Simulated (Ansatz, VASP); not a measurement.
Two plane-wave programs on MoN2

INCAR

```
PREC = Accurate
ENCUT = 520
EDIFF = 1E-6
ISMEAR = 0
SIGMA = 0.15
LREAL = False
LASPH = True
NELM = 100
ALGO = Fast
ISIF = 2
LWAVE = False
LCHARG = False
GGA = PS
NBANDS = 33
```

Contents of KPOINTS:

```
Automatic mesh
0
Gamma
  12 12 18
```

POSCAR

```
MoN2
1.0
    3.9651482429      0.0000000000      0.0000000000
    0.0000000000      4.6081452553      0.0000000000
    0.0000000000      0.0000000000      2.7284347069
Mo N
2 4
Direct
    0.5000000000      0.5000000000      0.0000000000
    0.0000000000      0.0000000000      0.0000000000
    0.8872955619      0.3872955619      0.5000000000
    0.1127044381      0.6127044381      0.5000000000
    0.3872955619      0.1127044381      0.5000000000
    0.6127044381      0.8872955619      0.5000000000
```

Input for Ansatz:

```yaml
crystal:
  lattice:
    - [3.9651482429, 0.0, 0.0]
    - [0.0, 4.6081452553, 0.0]
    - [0.0, 0.0, 2.7284347069]
  atoms:
    - { symbol: Mo, position: [0.5, 0.5, 0.0] }
    - { symbol: Mo, position: [0.0, 0.0, 0.0] }
    - { symbol: "N", position: [0.8872955619, 0.3872955619, 0.5] }
    - { symbol: "N", position: [0.1127044381, 0.6127044381, 0.5] }
    - { symbol: "N", position: [0.3872955619, 0.1127044381, 0.5] }
    - { symbol: "N", position: [0.6127044381, 0.8872955619, 0.5] }
basis:
  ecutwfc: 420
kpoints:
  mp_grid: { grid: [12, 12, 18] }
hamiltonian:
  xc: pbesol
scf:
  occupations: { method: gaussian, width: 0.15 }
output:
  forces: true
  stress: true
  eigenvalues: true
```

Change from the starting cell: strain -0.0750 x Voigt [1, -1, 0, 0, 0, 0], atoms carried along.

Alike in both runs: task single point; functional PBEsol; k mesh 12 × 12 × 18; occupations gaussian, width 0.15 eV; no spin polarisation.

```csv
,VASP,Ansatz
version,VASP 6.6.1,Ansatz 0.2.0
potentials or method,"VASP PAW PBE potentials, release 64 (Mo_sv, N), cutoff 520 eV","scalar-relativistic, plane waves, PAW"
valence electrons in the cell,48,48
```

|  | VASP | Ansatz | Ansatz less VASP |
| --- | --- | --- | --- |
| gap on the k mesh at the Fermi level (eV) | none | none | - |
| pressure (GPa) | 8.7 | 8.0 | -0.75 |
| traceless stress, the component that is largest in VASP (GPa) | -42.99 | -43.05 | -0.062 |
| rms of the force components (eV/Å) | 0.310 | 0.332 | +0.0215 |

VASP's potentials were made for PBE, not for PBEsol. Atom by atom the forces differ by 0.059 eV/Å (rms over components). A gap of «none» marks a metal or a gap that the smearing closes.
